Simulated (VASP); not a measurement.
# TiCo in VASP: a series of runs

The runs below take TiCo through single point, with LDA, PBE, PBEsol, RPBE.

Program: VASP 6.6.1. These are calculated values, not measurements. Logs are shortened: lines on timing, memory, paths and dates and some standing lists are left out, and cuts for length are marked.

### Step 1. The cell of the first run

Symmetry: Pm-3m, No. 221, cubic system. Conventional cell: a = 2.986 Å, b = 2.986 Å, c = 2.986 Å, α = 90.00°, β = 90.00°, γ = 90.00°. Ti (site symmetry m-3m) has 8 Co at 2.59 Å and 6 Ti at 2.99 Å within 3.4 Å. Co (site symmetry m-3m) has 8 Ti at 2.59 Å and 6 Co at 2.99 Å within 3.4 Å.

### Step 2. Single point, LDA, collinear spin, ferrimagnetic start

INCAR reads:

```
SYSTEM = TiCo
ALGO = Normal
EDIFF = 1E-6
ENCUT = 600
GGA = CA
GGA_COMPAT = .False.
ISIF = 2
ISMEAR = 0
ISPIN = 2
ISYM = 0
LASPH = .True.
LCHARG = .False.
LMAXMIX = 4
LORBIT = 11
LREAL = .False.
LWAVE = .False.
MAGMOM = -0.02 0.94
NBANDS = 22
NELM = 200
PREC = Accurate
SIGMA = 0.1
```

KPOINTS reads:

```
k-points
0
Gamma
  1 2 4
  0 0 0
```

POSCAR reads:

```
TiCo
1.0
    2.9861109900      0.0000000000      0.0000000000
    0.0000000000      2.9861109900      0.0000000000
    0.0000000000      0.0000000000      2.9861109900
Ti Co
1 1
Direct
    0.0000000000      0.0000000000      0.0000000000
    0.5000000000      0.5000000000      0.5000000000
```

Potentials or basis: VASP PAW LDA potentials, release 64 (Ti_sv, Co).

The run is started by

```
> cat potpaw_LDA.64/Ti_sv/POTCAR potpaw_LDA.64/Co/POTCAR > POTCAR
> mpirun -np 1 vasp_std > vasp.out
```

OUTCAR:

```text
SYSTEM = TiCo
   EDIFF = 1E-6
   ENCUT = 600
   GGA = CA
   ISIF = 2
   ISMEAR = 0
   ISPIN = 2
   ISYM = 0
   LASPH = .True.
   LORBIT = 11
   LREAL = .False.
   NELM = 200
   PREC = Accurate

 ion  position               nearest neighbor table
   1  0.000  0.000  0.000-   2 2.59   2 2.59   2 2.59   2 2.59   2 2.59   2 2.59   2 2.59   2 2.59

   2  0.500  0.500  0.500-   1 2.59   1 2.59   1 2.59   1 2.59   1 2.59   1 2.59   1 2.59   1 2.59

IMPORTANT INFORMATION: All symmetrisations will be switched off!
NOSYMM: (Re-)initialisation of all symmetry stuff for point group C_1.

----------------------------------------------------------------------------------------

                                     Primitive cell

  volume of cell :      26.6267

  direct lattice vectors                    reciprocal lattice vectors
     2.986110990  0.000000000  0.000000000     0.334883735  0.000000000  0.000000000
     0.000000000  2.986110990  0.000000000     0.000000000  0.334883735  0.000000000
     0.000000000  0.000000000  2.986110990     0.000000000  0.000000000  0.334883735

  length of vectors
     2.986110990  2.986110990  2.986110990     0.334883735  0.334883735  0.334883735

  position of ions in fractional coordinates (direct lattice)
     0.000000000  0.000000000  0.000000000
     0.500000000  0.500000000  0.500000000

  ion indices of the primitive-cell ions
   primitive index   ion index
                 1           1
                 2           2

----------------------------------------------------------------------------------------

 KPOINTS: k-points

Automatic generation of k-mesh.
 Grid dimensions read from file:
 generate k-points for:    1    2    4

 Generating k-lattice:

  Cartesian coordinates                     Fractional coordinates (reciprocal lattice)
     0.334883735  0.000000000  0.000000000     1.000000000  0.000000000  0.000000000
     0.000000000  0.167441867  0.000000000     0.000000000  0.500000000  0.000000000
     0.000000000  0.000000000  0.083720934     0.000000000  0.000000000  0.250000000

  Length of vectors
     0.334883735  0.167441867  0.083720934

  Shift w.r.t. Gamma in fractional coordinates (k-lattice)
     0.000000000  0.000000000  0.000000000

 -----------------------------------------------------------------------------
|                                                                             |
|           W    W    AA    RRRRR   N    N  II  N    N   GGGG   !!!           |
|           W    W   A  A   R    R  NN   N  II  NN   N  G    G  !!!           |
|           W    W  A    A  R    R  N N  N  II  N N  N  G       !!!           |
|           W WW W  AAAAAA  RRRRR   N  N N  II  N  N N  G  GGG   !            |
|           WW  WW  A    A  R   R   N   NN  II  N   NN  G    G                |
[... 72 lines left out ...]
   LHFCALC =     F    Hartree Fock is set to
   AEXX    =    0.0000 exact exchange contribution
   IVDW    =     0    specifies the selected vdW correction
   LEPSILON=     F    determine dielectric tensor
   LRPA    =     F    only Hartree local field effects (RPA)
 spin polarized calculation
 Gauss-broadening in eV      SIGMA  =   0.10
  energy-cutoff  :      600.00
  volume of cell :       26.63
 maximum number of plane-waves:       900
 NGX is ok and might be reduce to    24
   NGX = 11   NGY = 11   NGZ = 11

 number of electron      20.9999982 magnetization       0.7990457

 Free energy of the ion-electron system (eV)
  ---------------------------------------------------
  ext. energy  EPLUGINS =         0.00000000
  ---------------------------------------------------
  free energy    TOTEN  =       -18.20686207 eV

  energy without entropy =      -18.19749771  energy(sigma->0) =      -18.20217989

 E-fermi :   9.7888     XC(G=0): -12.8528

 val. band max:        9.7709388411   @ k =   0.0000   0.0000   0.2500
 cond. band min:      10.0973529862   @ k =   0.0000   0.5000   0.2500
 fundamental gap:      0.3264141451
 Fermi energy:         9.7888063900

 spin component 1

 k-point     1 :       0.0000    0.0000    0.0000
  band No.  band energies     occupation
      1     -46.8266      1.00000
      2     -23.3341      1.00000
      3     -23.3209      1.00000
      4     -23.1938      1.00000
      5       1.9330      1.00000
      6       5.6839      1.00000
[... 139 lines left out ...]
     21      25.4058      0.00000
     22      31.1053      0.00000
 Fermi energy:         9.7888063900

 spin component 2

 k-point     1 :       0.0000    0.0000    0.0000
  band No.  band energies     occupation
      1     -46.8333      1.00000
      2     -23.3709      1.00000
      3     -23.2778      1.00000
      4     -23.2216      1.00000
      5       2.0202      1.00000
      6       6.1223      1.00000
[... 139 lines left out ...]
     21      25.4855      0.00000
     22      31.1115      0.00000

------------------------ aborting loop because EDIFF is reached ----------------------------------------

  FORCE on cell =-STRESS in cart. coord.  units (eV):
  Direction    XX          YY          ZZ          XY          YZ          ZX
  --------------------------------------------------------------------------------------
  -------------------------------------------------------------------------------------
  Total       -1.5293113     -1.3100197     -2.7897879     -0.0000102      0.0000005     -0.0000021
  in kB      -92.0213576    -78.8261958   -167.8664569     -0.0006138      0.0000274     -0.0001292
  external PRESSURE =    -112.9046701 kB  Pullay stress =       0.0000000 kB

 VOLUME and BASIS-vectors are now :
 -----------------------------------------------------------------------------
  energy-cutoff  :      600.00
  volume of cell :       26.63
      direct lattice vectors                 reciprocal lattice vectors
     2.986110990  0.000000000  0.000000000     0.334883735  0.000000000  0.000000000
     0.000000000  2.986110990  0.000000000     0.000000000  0.334883735  0.000000000
     0.000000000  0.000000000  2.986110990     0.000000000  0.000000000  0.334883735

 POSITION                                       TOTAL-FORCE (eV/Angst)
 -----------------------------------------------------------------------------------
      0.00000      0.00000      0.00000         0.000009     -0.000001     -0.000001
      1.49306      1.49306      1.49306        -0.000009      0.000001      0.000001
 -----------------------------------------------------------------------------------
    total drift:                                0.000003      0.000003      0.000000

  FREE ENERGIE OF THE ION-ELECTRON SYSTEM (eV)
  ---------------------------------------------------
  free  energy   TOTEN  =       -18.2068620659 eV

  energy  without entropy=      -18.1974977071  energy(sigma->0) =      -18.20217989

 total charge

# of ion       s       p       d       tot
------------------------------------------
    1        2.326   6.111   1.872  10.309
    2        0.619   0.272   7.450   8.342
--------------------------------------------------
tot          2.945   6.383   9.323  18.651

 magnetization (x)

# of ion       s       p       d       tot
------------------------------------------
    1       -0.003   0.003  -0.013  -0.013
    2        0.048  -0.002   0.756   0.801
--------------------------------------------------
tot          0.045   0.000   0.743   0.788
```

OSZICAR:

```text
N       E                     dE             d eps       ncg     rms          rms(c)
DAV:   1     0.169109079931E+03    0.16911E+03   -0.10368E+04   536   0.132E+03
DAV:   2    -0.910254907182E+01   -0.17821E+03   -0.17074E+03   534   0.317E+02
[... 11 lines left out ...]
DAV:  14    -0.182069159002E+02   -0.23137E-03   -0.12439E-03   696   0.292E-01    0.364E-01
DAV:  15    -0.182069350707E+02   -0.19171E-04   -0.16698E-03   658   0.367E-01    0.133E-01
DAV:  16    -0.182068539405E+02    0.81130E-04   -0.16942E-04   642   0.877E-02    0.813E-02
DAV:  17    -0.182068593119E+02   -0.53715E-05   -0.96911E-05   698   0.855E-02    0.248E-02
DAV:  18    -0.182068620574E+02   -0.27455E-05   -0.20328E-05   806   0.375E-02    0.490E-03
DAV:  19    -0.182068620659E+02   -0.84392E-08   -0.89369E-07   478   0.774E-03
   1 F= -.18206862E+02 E0= -.18202180E+02  d E =-.936436E-02  mag=     0.7994
```

stdout:

```text
POSCAR found type information on POSCAR TiCo
 POSCAR found :  2 types and       2 ions
 scaLAPACK will be used
 LDA part: xc-table for (Slater(with rela. corr.)+CA(PZ))
 , standard interpolation
 -----------------------------------------------------------------------------
|                                                                             |
|           W    W    AA    RRRRR   N    N  II  N    N   GGGG   !!!           |
|           W    W   A  A   R    R  NN   N  II  NN   N  G    G  !!!           |
|           W    W  A    A  R    R  N N  N  II  N N  N  G       !!!           |
|           W WW W  AAAAAA  RRRRR   N  N N  II  N  N N  G  GGG   !            |
|           WW  WW  A    A  R   R   N   NN  II  N   NN  G    G                |
|           W    W  A    A  R    R  N    N  II  N    N   GGGG   !!!           |
|                                                                             |
|     Your reciprocal lattice and k-lattice belong to different lattice       |
|     classes:                                                                |
|                                                                             |
|        The reciprocal lattice is simple cubic,                              |
|        whereas your k-lattice is simple orthorhombic.                       |
|                                                                             |
|     Results are often still useful ...                                      |
|                                                                             |
 -----------------------------------------------------------------------------

 POSCAR, INCAR and KPOINTS ok, starting setup
 FFT: planning ... GRIDC
 FFT: planning ... GRID_SOFT
 FFT: planning ... GRID
 WAVECAR not read
 entering main loop
```

It took 16 s on 1 thread of Intel Xeon Platinum 8375C at 2.90GHz (Ice Lake), shared host; peak memory 0.13 GiB.

What came out:

- Free energy: -18.2069 eV
- Pressure: -11.3 GPa
- Net moment: 0.80 μB per cell
- Site moments: Ti -0.01; Co +0.80 μB
- Valence electrons inside the program's atomic spheres: Ti 10.31; Co 8.34

Caveat: the k points lie up to 2.10 Å⁻¹ apart.

### Step 3. Single point, PBE

INCAR reads:

```
SYSTEM = TiCo
ALGO     = Normal         ! electronic algorithm
EDIFF    = 1E-6           ! SCF threshold, eV
ENCUT    = 600            ! plane-wave cutoff, eV
GGA      = PE             ! functional
GGA_COMPAT= .False.      
ISIF     = 2              ! what is computed and relaxed
ISMEAR   = -5             ! smearing method
LASPH    = .True.         ! aspherical terms in the spheres
LCHARG   = .False.        ! write CHGCAR
LREAL    = .False.        ! projectors in reciprocal space
LWAVE    = .False.        ! write WAVECAR
NBANDS   = 18             ! bands
NELM     = 120            ! most SCF steps
PREC     = Accurate       ! precision mode
SIGMA    = 0.1            ! smearing width, eV
```

KPOINTS reads:

```
k-points
0
Gamma
  6 6 6
  0 0 0
```

POSCAR is that of step 2.

Potentials or basis: VASP PAW PBE potentials, release 64 (Ti_sv, Co).

The run is started by

```
> cat potpaw_PBE.64/Ti_sv/POTCAR potpaw_PBE.64/Co/POTCAR > POTCAR
> mpirun -np 1 vasp_std > vasp.out
```

OUTCAR:

```text
SYSTEM = TiCo
   EDIFF = 1E-6
   ENCUT = 600
   GGA = PE
   ISIF = 2
   ISMEAR = -5
   LASPH = .True.
   LREAL = .False.
   NELM = 120
   PREC = Accurate

 ion  position               nearest neighbor table
   1  0.000  0.000  0.000-   2 2.59   2 2.59   2 2.59   2 2.59   2 2.59   2 2.59   2 2.59   2 2.59

   2  0.500  0.500  0.500-   1 2.59   1 2.59   1 2.59   1 2.59   1 2.59   1 2.59   1 2.59   1 2.59

  LATTYP: Found a simple cubic cell.
 ALAT       =     2.9861109900

  Lattice vectors:

 A1 = (   2.9861109900,   0.0000000000,   0.0000000000)
 A2 = (   0.0000000000,   2.9861109900,   0.0000000000)
 A3 = (   0.0000000000,   0.0000000000,   2.9861109900)

Analysis of symmetry for initial positions (statically):
=====================================================================
 Subroutine PRICEL returns:
 Original cell was already a primitive cell.

 Routine SETGRP: Setting up the symmetry group for a
 simple cubic supercell.

 Subroutine GETGRP returns: Found 48 space group operations
 (whereof 48 operations were pure point group operations)
 out of a pool of 48 trial point group operations.
[... 157 lines left out ...]
  free energy    TOTEN  =       -15.64762301 eV

  energy without entropy =      -15.64762301  energy(sigma->0) =      -15.64762301

 E-fermi :   9.9179     XC(G=0): -12.5753

 val. band max:        9.7738897512   @ k =   0.5000   0.1667   0.1667
 cond. band min:       9.7484262325   @ k =   0.5000   0.5000   0.1667
 fundamental gap:     -0.0254635187
 Fermi energy:         9.9179437858

 k-point     1 :       0.0000    0.0000    0.0000
  band No.  band energies     occupation
      1     -47.3706      2.00000
      2     -23.4583      2.00000
      3     -23.4583      2.00000
      4     -23.4583      2.00000
      5       2.2468      2.00000
      6       6.1667      2.00000
[... 397 lines left out ...]
      5       7.4981      2.00000
      6       7.4981      2.00000
[... 10 lines left out ...]
     17      18.2676      0.00000
     18      18.2676      0.00000

------------------------ aborting loop because EDIFF is reached ----------------------------------------

  FORCE on cell =-STRESS in cart. coord.  units (eV):
  Direction    XX          YY          ZZ          XY          YZ          ZX
  --------------------------------------------------------------------------------------
  -------------------------------------------------------------------------------------
  Total       -0.4306550     -0.4306550     -0.4306550      0.0000000      0.0000000     -0.0000000
  in kB      -25.9132731    -25.9132731    -25.9132731      0.0000000      0.0000000     -0.0000000
  external PRESSURE =     -25.9132731 kB  Pullay stress =       0.0000000 kB

 VOLUME and BASIS-vectors are now :
 -----------------------------------------------------------------------------
  energy-cutoff  :      600.00
  volume of cell :       26.63
      direct lattice vectors                 reciprocal lattice vectors
     2.986110990  0.000000000  0.000000000     0.334883735  0.000000000  0.000000000
     0.000000000  2.986110990  0.000000000     0.000000000  0.334883735  0.000000000
     0.000000000  0.000000000  2.986110990     0.000000000  0.000000000  0.334883735

 POSITION                                       TOTAL-FORCE (eV/Angst)
 -----------------------------------------------------------------------------------
      0.00000      0.00000      0.00000         0.000000      0.000000      0.000000
      1.49306      1.49306      1.49306         0.000000      0.000000      0.000000
 -----------------------------------------------------------------------------------
    total drift:                                0.000000      0.000000     -0.000000

  FREE ENERGIE OF THE ION-ELECTRON SYSTEM (eV)
  ---------------------------------------------------
  free  energy   TOTEN  =       -15.6476230135 eV

  energy  without entropy=      -15.6476230135  energy(sigma->0) =      -15.64762301
```

stdout:

```text
POSCAR found type information on POSCAR TiCo
 POSCAR found :  2 types and       2 ions
 scaLAPACK will be used
 LDA part: xc-table for (Slater+PW92), standard interpolation
 POSCAR, INCAR and KPOINTS ok, starting setup
 FFT: planning ... GRIDC
 FFT: planning ... GRID_SOFT
 FFT: planning ... GRID
 WAVECAR not read
 entering main loop
 -----------------------------------------------------------------------------
|                                                                             |
|           W    W    AA    RRRRR   N    N  II  N    N   GGGG   !!!           |
|           W    W   A  A   R    R  NN   N  II  NN   N  G    G  !!!           |
|           W    W  A    A  R    R  N N  N  II  N N  N  G       !!!           |
|           W WW W  AAAAAA  RRRRR   N  N N  II  N  N N  G  GGG   !            |
|           WW  WW  A    A  R   R   N   NN  II  N   NN  G    G                |
|           W    W  A    A  R    R  N    N  II  N    N   GGGG   !!!           |
|                                                                             |
|     Tetrahedron method does not include variations of the Fermi             |
|     occupations, so forces and stress will be inaccurate. We suggest        |
|     using a different smearing scheme ISMEAR = 1 or 2 for metals in         |
|     relaxations.                                                            |
|                                                                             |
 -----------------------------------------------------------------------------
```

It took 15 s on 1 thread of Intel Xeon Platinum 8375C at 2.90GHz (Ice Lake), shared host; peak memory 0.14 GiB.

What came out:

```
Free energy : -15.6476 eV
Pressure    : -2.6 GPa
```

Caveat: tetrahedron occupations give inexact forces and stress in metals. Spin polarisation is off, so any magnetic state and its effect on volume and gap are missing.

[end of part 1 of 2]
